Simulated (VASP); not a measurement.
Input of a VASP 6.6.1 run:

The input INCAR:

```
  PREC = Accurate
  ENCUT = 600
  EDIFF = 1E-6
  ISMEAR = 0
  SIGMA = 0.01
  LREAL = F
  LASPH = T
  NELM = 120
  ALGO = Normal
  ISIF = 2
  LWAVE = F
  LCHARG = T
  LELF = T
  LVHAR = T
  NBANDS = 16
  GGA_COMPAT = F
```

KPOINTS

```
regular mesh
0
Gamma
  10 10 4
```

Contents of POSCAR:

```
BN
1.0
    2.4769098637      0.0000000000      0.0000000000
   -1.2384549319      2.1450668649      0.0000000000
    0.0000000000      0.0000000000      5.7558575347
B N
2 2
Direct
    0.3333333333      0.6666666667      0.2500000000
    0.6666666667      0.3333333333      0.7500000000
    0.3333333333      0.6666666667      0.7500000000
    0.6666666667      0.3333333333      0.2500000000
```

Potentials or basis: VASP PAW LDA potentials, release 64 (B, N).

Command:

```console
$ cat potpaw_LDA.64/B/POTCAR potpaw_LDA.64/N/POTCAR > POTCAR
$ mpirun -np 1 vasp_std > vasp.out
```

Q: What does it give for the pressure?

A: 7.3 GPa.

Q: What does it give for the band gap on the k mesh?

A: 3.96 eV, indirect (least direct gap 4.17 eV).

Stress tensor (GPa, compression positive):
```
7.64 0.00 0.00
0.00 7.64 0.00
0.00 0.00 6.68
```

A k mesh can miss the band edges.
